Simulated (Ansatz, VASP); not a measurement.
Sn3S in VASP and in Ansatz

```xyz
4
Lattice="4.6788 0.0000 0.0000 0.0000 4.6788 0.0000 0.0000 0.0000 4.6788" Properties=species:S:1:pos:R:3 pbc="T T T"
Sn    0.0000    2.3394    2.3394
Sn    2.3394    0.0000    2.3394
Sn    2.3394    2.3394    0.0000
S     0.0000    0.0000    0.0000
```

Alike in both runs: functional PBE; k mesh 10 × 10 × 10; occupations gaussian, width 0.1 eV; no spin polarisation.

Ansatz relaxed the structure, and its values are those at the end. VASP's run is a single point on that final structure, the one shown.

|  | VASP | Ansatz |
| --- | --- | --- |
| version | VASP 6.6.1 | Ansatz 0.2.0 |
| potentials or method | VASP PAW PBE potentials, release 64 (Sn_d, S), cutoff 520 eV | scalar-relativistic, plane waves, PAW |
| valence electrons in the cell | 48 | 48 |

Ansatz gave:

```
gap on the k mesh at the Fermi level (eV) : none
pressure (GPa)                            : 0.0
```

Q: Which values does VASP return?

A: gap on the k mesh at the Fermi level (eV): none; pressure (GPa): -0.1.

A gap of «none» marks a metal or a gap that the smearing closes.
